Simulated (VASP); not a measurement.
# GaSb (Immm) in VASP: further runs

The runs below take GaSb through single point, with LDA.

All numbers are computed with VASP 6.6.1; they aren't measurements. Logs are shortened: lines on timing, memory, paths and dates and some standing lists are left out, and cuts for length are marked.

## (1) The cell of the first run

Symmetry: Immm, No. 71, orthorhombic system. Conventional cell: a = 3.202 Å, b = 5.230 Å, c = 5.853 Å, α = 90.00°, β = 90.00°, γ = 90.00°. Within 3.9 Å of Ga (site symmetry mmm) lie 6 Sb at 2.93 to 3.07 Å and 2 Ga at 3.20 Å. Sb (site symmetry mmm) has 6 Ga at 2.93 to 3.07 Å and 2 Sb at 3.20 Å within 3.9 Å.

## (2) Single point, LDA (24.51 Å³/atom)

Contents of INCAR:

```
PREC     = Accurate       # precision mode
ENCUT    = 520            # plane-wave cutoff, eV
EDIFF    = 1E-7           # SCF threshold, eV
ISMEAR   = 0              # smearing method
SIGMA    = 0.15           # smearing width, eV
LREAL    = F              # projectors in reciprocal space
LASPH    = T              # aspherical terms in the spheres
NELM     = 80             # most SCF steps
ALGO     = Normal         # electronic algorithm
ISIF     = 2              # what is computed and relaxed
LWAVE    = F              # write WAVECAR
LCHARG   = F              # write CHGCAR
NBANDS   = 16             # bands
```

Contents of KPOINTS:

```
Automatic mesh
0
Gamma
  18 18 18
```

Contents of POSCAR:

```
GaSb
1.0
   -1.6012414262      2.6148363131      2.9264500019
    1.6012414262     -2.6148363131      2.9264500019
    1.6012414262      2.6148363131     -2.9264500019
Ga Sb
1 1
Direct
    0.0000000000      0.0000000000      0.0000000000
    0.5000000000      0.5000000000      0.0000000000
```

Potentials or basis: VASP PAW LDA potentials, release 64 (Ga_d, Sb).

Started as:

```sh
> cat potpaw_LDA.64/Ga_d/POTCAR potpaw_LDA.64/Sb/POTCAR > POTCAR
> mpirun -np 1 vasp_std > vasp.out
```

OUTCAR:

```text
PREC = Accurate
   ENCUT = 520
   EDIFF = 1E-7
   ISMEAR = 0
   LREAL = F
   LASPH = T
   NELM = 80
   ISIF = 2

 ion  position               nearest neighbor table
   1  0.000  0.000  0.000-   2 2.93   2 2.93   2 3.07   2 3.07   2 3.07   2 3.07
   2  0.500  0.500  0.000-   1 2.93   1 2.93   1 3.07   1 3.07   1 3.07   1 3.07

  LATTYP: Found a body centered orthorhombic cell.
 ALAT       =     3.2024828524
 B/A-ratio  =     1.6330056607
 C/A-ratio  =     1.8276132219

  Lattice vectors:

 A1 = (  -1.6012414262,   2.6148363131,   2.9264500019)
 A2 = (   1.6012414262,  -2.6148363131,   2.9264500019)
 A3 = (   1.6012414262,   2.6148363131,  -2.9264500019)

Analysis of symmetry for initial positions (statically):
=====================================================================
 Subroutine PRICEL returns:
 Original cell was already a primitive cell.

 Routine SETGRP: Setting up the symmetry group for a
 body centered orthorhombic supercell.

 Subroutine GETGRP returns: Found  8 space group operations
 (whereof  8 operations were pure point group operations)
 out of a pool of  8 trial point group operations.

The static configuration has the point symmetry D_2h.

Analysis of symmetry for dynamics (positions and initial velocities):
=====================================================================
 Subroutine PRICEL returns:
 Original cell was already a primitive cell.

 Routine SETGRP: Setting up the symmetry group for a
 body centered orthorhombic supercell.

 Subroutine GETGRP returns: Found  8 space group operations
 (whereof  8 operations were pure point group operations)
 out of a pool of  8 trial point group operations.

The dynamic configuration has the point symmetry D_2h.

 Subroutine INISYM returns: Found  8 space group operations
 (whereof  8 operations are pure point group operations),
 and found     1 'primitive' translations

----------------------------------------------------------------------------------------

                                     Primitive cell

  volume of cell :      49.0120

  direct lattice vectors                    reciprocal lattice vectors
    -1.601241426  2.614836313  2.926450002     0.000000000  0.191216558  0.170855473
     1.601241426 -2.614836313  2.926450002     0.312257722  0.000000000  0.170855473
     1.601241426  2.614836313 -2.926450002     0.312257722  0.191216558  0.000000000

  length of vectors
     4.238567289  4.238567289  4.238567289     0.256428089  0.355944487  0.366153871

  position of ions in fractional coordinates (direct lattice)
     0.000000000  0.000000000  0.000000000
     0.500000000  0.500000000  0.000000000

  ion indices of the primitive-cell ions
   primitive index   ion index
                 1           1
                 2           2

----------------------------------------------------------------------------------------

 KPOINTS: Automatic mesh

Automatic generation of k-mesh.
 Grid dimensions read from file:
 generate k-points for:   18   18   18

 Generating k-lattice:

  Cartesian coordinates                     Fractional coordinates (reciprocal lattice)
     0.000000000  0.010623142  0.009491971     0.055555556 -0.000000000  0.000000000
     0.017347651  0.000000000  0.009491971    -0.000000000  0.055555556  0.000000000
     0.017347651  0.010623142  0.000000000     0.000000000  0.000000000  0.055555556

  Length of vectors
     0.014246005  0.019774694  0.020341882

  Shift w.r.t. Gamma in fractional coordinates (k-lattice)
     0.000000000  0.000000000  0.000000000

 Subroutine IBZKPT returns following result:
 ===========================================

 Found    865 irreducible k-points:

 Following reciprocal coordinates:
            Coordinates               Weight
  0.000000  0.000000  0.000000      1.000000
  0.055556 -0.000000  0.000000      4.000000
  0.111111 -0.000000  0.000000      4.000000
  0.166667  0.000000 -0.000000      4.000000
  0.222222  0.000000 -0.000000      4.000000
  0.277778  0.000000  0.000000      4.000000
[... 16 lines left out ...]
 -0.333333  0.055556  0.000000      8.000000
 -0.277778  0.055556 -0.000000      8.000000
 [... further k-points ...]
   k-points           NKPTS =    865   k-points in BZ     NKDIM =    865   number of bands    NBANDS=     16
   number of dos      NEDOS =    301   number of ions     NIONS =      2
   total plane-waves  NPLWV =  32768
   dimension x,y,z NGX =    32 NGY =   32 NGZ =   32
   dimension x,y,z NGXF=    64 NGYF=   64 NGZF=   64
   ions per type =               1   1
   NGX,Y,Z   is equivalent  to a cutoff of  12.55, 12.55, 12.55 a.u.
   NGXF,Y,Z  is equivalent  to a cutoff of  25.10, 25.10, 25.10 a.u.
 SYSTEM =  unknown system
   PREC   = accura    normal or accurate (medium, high low for compatibility)
   ISTART =      0    job   : 0-new  1-cont  2-samecut
   ICHARG =      2    charge: 1-file 2-atom 10-const
   ISPIN  =      1    spin polarized calculation?
   LNONCOLLINEAR =      F non collinear calculations
   LSORBIT =      F    spin-orbit coupling
   LASPH  =      T    aspherical Exc in radial PAW
   ENCUT  =  520.0 eV  38.22 Ry    6.18 a.u.   7.88  7.88  7.88*2*pi/ulx,y,z
   NELM   =     80;   NELMIN=  2; NELMDL= -5     # of ELM steps
   EDIFF  = 0.1E-06   stopping-criterion for ELM
   LREAL  =      F    real-space projection
   EDIFFG = 0.1E-05   stopping-criterion for IOM
   NSW    =      0    number of steps for IOM
   IBRION =     -1    ionic relax: 0-MD 1-quasi-New 2-CG
   NFREE  =      0    steps in history (QN), initial steepest desc. (CG)
   ISIF   =      2    stress and relaxation
   ISYM   =      2    0-nonsym 1-usesym 2-fastsym
   POTIM  = 0.5000    time-step for ionic-motion
   TEBEG  =    0.0;   TEEND  =   0.0 temperature during run
   PSTRESS=    0.0 pullay stress
   NELECT =      18.0000    total number of electrons
   NUPDOWN=      -1.0000    fix difference up-down
   EMIN   =  10.00;   EMAX   =-10.00  energy-range for DOS
   EFERMI =   0.00;   METHOD = LEGACY
   ISMEAR =     0;   SIGMA  =   0.15  broadening in eV -4-tet -1-fermi 0-gaus
   EFERMI_NEDOS =   21; number of points for ismear=-14 and -15
   IALGO  =     38    algorithm
   IMIX   =      4    mixing-type and parameters
     AMIX     =   0.40;   BMIX     =  1.00
     AMIX_MAG =   1.60;   BMIX_MAG =  1.00
  volume/ion in A,a.u.               =      24.51       165.37
  Fermi-wavevector in a.u.,A,eV,Ry     =   1.172370  2.215459 18.700561  1.374452
  Thomas-Fermi vector in A             =   2.308800
   LORBIT       =      0    0 simple, 1 ext, 2 COOP (PROOUT), +10 PAW based schemes
   GGA     = CA    functional components
   LHFCALC =     F    Hartree Fock is set to
   AEXX    =    0.0000 exact exchange contribution
   IVDW    =     0    specifies the selected vdW correction
   LEPSILON=     F    determine dielectric tensor
   LRPA    =     F    only Hartree local field effects (RPA)
 non-spin polarized calculation
 Gauss-broadening in eV      SIGMA  =   0.15
  energy-cutoff  :      520.00
  volume of cell :       49.01
 maximum number of plane-waves:      1350
   NGX = 15   NGY = 15   NGZ = 15

 number of electron      17.9999998 magnetization

 Free energy of the ion-electron system (eV)
  ---------------------------------------------------
  ext. energy  EPLUGINS =         0.00000000
  ---------------------------------------------------
  free energy    TOTEN  =        -8.29405877 eV

  energy without entropy =       -8.28453768  energy(sigma->0) =       -8.28929822

 E-fermi :   6.1630     XC(G=0): -10.3902

 val. band max:        6.1602666265   @ k =   0.4444   0.0556   0.0556
 cond. band min:       6.1674654280   @ k =   0.3333   0.1111   0.1111
 fundamental gap:      0.0071988015
 Fermi energy:         6.1629548362

 k-point     1 :       0.0000    0.0000    0.0000
  band No.  band energies     occupation
      1      -8.7921      2.00000
      2      -8.7130      2.00000
      3      -8.7098      2.00000
      4      -8.7071      2.00000
      5      -8.6746      2.00000
      6      -5.6345      2.00000
[... 8 lines left out ...]
     15      15.0217      0.00000
     16      15.8194      0.00000

 k-point     2 :       0.0556   -0.0000    0.0000
  band No.  band energies     occupation
      1      -8.7920      2.00000
      2      -8.7135      2.00000
      3      -8.7095      2.00000
      4      -8.7071      2.00000
      5      -8.6745      2.00000
      6      -5.6079      2.00000
[... 8 lines left out ...]
     15      15.2383      0.00000
     16      15.8082      0.00000

 k-point     3 :       0.1111   -0.0000    0.0000
  band No.  band energies     occupation
      1      -8.7916      2.00000
      2      -8.7150      2.00000
      3      -8.7085      2.00000
      4      -8.7071      2.00000
      5      -8.6743      2.00000
      6      -5.5284      2.00000
[... 8 lines left out ...]
     15      15.3340      0.00000
     16      16.1808      0.00000

 k-point     4 :       0.1667    0.0000   -0.0000
  band No.  band energies     occupation
      1      -8.7910      2.00000
      2      -8.7174      2.00000
      3      -8.7071      2.00000
      4      -8.7070      2.00000
      5      -8.6740      2.00000
      6      -5.3976      2.00000
[... 8 lines left out ...]
     15      15.1608      0.00000
     16      16.7879      0.00000

 k-point     5 :       0.2222    0.0000   -0.0000
  band No.  band energies     occupation
      1      -8.7904      2.00000
      2      -8.7202      2.00000
      3      -8.7072      2.00000
      4      -8.7052      2.00000
      5      -8.6735      2.00000
      6      -5.2189      2.00000
[... 8 lines left out ...]
     15      14.9703      0.00000
     16      16.4513      0.00000

 k-point     6 :       0.2778    0.0000    0.0000
  band No.  band energies     occupation
      1      -8.7898      2.00000
      2      -8.7233      2.00000
      3      -8.7072      2.00000
      4      -8.7032      2.00000
      5      -8.6730      2.00000
      6      -4.9985      2.00000
[... 8 lines left out ...]
     15      14.8151      0.00000
     16      16.0825      0.00000
[... 267 lines left out ...]
 k-point    21 :      -0.4444    0.0556   -0.0000
  band No.  band energies     occupation
      1      -8.7851      2.00000
      2      -8.7291      2.00000
      3      -8.7097      2.00000
      4      -8.6991      2.00000
      5      -8.6736      2.00000
      6      -4.3184      2.00000
[... 8 lines left out ...]
     15      15.9537      0.00000
     16      16.4000      0.00000

 k-point    22 :      -0.3889    0.0556    0.0000
  band No.  band energies     occupation
      1      -8.7854      2.00000
      2      -8.7271      2.00000
      3      -8.7096      2.00000
      4      -8.7003      2.00000
      5      -8.6738      2.00000
      6      -4.5539      2.00000
[... 8 lines left out ...]
     15      15.2794      0.00000
     16      16.2461      0.00000

 k-point    23 :      -0.3333    0.0556    0.0000
  band No.  band energies     occupation
      1      -8.7859      2.00000
      2      -8.7245      2.00000
      3      -8.7096      2.00000
      4      -8.7019      2.00000
      5      -8.6743      2.00000
      6      -4.8098      2.00000
[... 8 lines left out ...]
     15      15.2857      0.00000
     16      16.3592      0.00000

 k-point    24 :      -0.2778    0.0556   -0.0000
  band No.  band energies     occupation
      1      -8.7864      2.00000
      2      -8.7215      2.00000
      3      -8.7095      2.00000
      4      -8.7037      2.00000
      5      -8.6747      2.00000
      6      -5.0486      2.00000
[... 8 lines left out ...]
     15      15.4194      0.00000
     16      16.5051      0.00000

 [... further k-points ...]

------------------------ aborting loop because EDIFF is reached ----------------------------------------

  FORCE on cell =-STRESS in cart. coord.  units (eV):
  Direction    XX          YY          ZZ          XY          YZ          ZX
  --------------------------------------------------------------------------------------
  -------------------------------------------------------------------------------------
  Total       -1.3182615     -1.5112207     -1.8868434      0.0000000      0.0000000      0.0000000
  in kB      -43.0932971    -49.4010339    -61.6799496      0.0000000      0.0000000      0.0000000
  external PRESSURE =     -51.3914269 kB  Pullay stress =       0.0000000 kB

 VOLUME and BASIS-vectors are now :
 -----------------------------------------------------------------------------
  energy-cutoff  :      520.00
  volume of cell :       49.01
      direct lattice vectors                 reciprocal lattice vectors
    -1.601241426  2.614836313  2.926450002     0.000000000  0.191216558  0.170855473
     1.601241426 -2.614836313  2.926450002     0.312257722  0.000000000  0.170855473
     1.601241426  2.614836313 -2.926450002     0.312257722  0.191216558  0.000000000

 POSITION                                       TOTAL-FORCE (eV/Angst)
 -----------------------------------------------------------------------------------
      0.00000      0.00000      0.00000        -0.000000      0.000000     -0.000000
      0.00000      0.00000      2.92645         0.000000     -0.000000      0.000000
 -----------------------------------------------------------------------------------
    total drift:                               -0.000000      0.000000      0.000000

  FREE ENERGIE OF THE ION-ELECTRON SYSTEM (eV)
  ---------------------------------------------------
  free  energy   TOTEN  =        -8.2940587694 eV

  energy  without entropy=       -8.2845376760  energy(sigma->0) =       -8.28929822
```

Run time: 3.4 min. Hardware: 1 thread of Intel Xeon 6975P-C (Granite Rapids), shared host; peak memory 0.75 GiB.

What came out:

* Free energy: -8.2941 eV
* Pressure: -5.1 GPa
* Band gap on the k mesh: zero (bands 9 and 10 overlap by 5.00 eV)

Stress tensor (GPa, compression positive):
```
-4.31  0.00  0.00
 0.00 -4.94  0.00
 0.00  0.00 -6.17
```

Caveat: the cell stands under tension; spin-orbit coupling is left out, which moves the levels of the heavy elements.

(Continued in part 2 of 2.)
